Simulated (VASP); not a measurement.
Runs of VASP 6.6.1 on Y. The structure is that of space group Fm-3m (No. 225), or close to it. The cells are those of the table. This isn't the form of Y at room conditions, which is hcp.

```csv
task,cell,cutoff (eV),gap on the mesh (eV),pressure (GPa)
single point,"a = 3.518 Å, angles 60.0°, 1 atom",520,none,-0.1
relaxation of cell and atoms,"relaxed from a = 3.599 Å, angles 60.0°, 1 atom",500,none,0.0
single point,"a = 3.541 Å, angles 60.0°, 1 atom",520,none,(a)
single point,"a = 3.494 Å, angles 60.0°, 1 atom",520,none,0.8
```

Alike in all rows: level PBEsol; potentials or basis VASP PAW PBE potentials, release 64 (Y_sv); no spin polarisation; k mesh 14 × 14 × 14; smearing methfessel-paxton 0.1 eV.

Question: Estimate the missing entries.

Answer: (a) -0.9.

Caveats: the PAW data sets were made with another functional, which shifts forces and pressure a little.

A k mesh can miss the band edges, and the runs leave out spin-orbit coupling on Y.

A gap of «none» marks levels without a gap at the run's occupations.
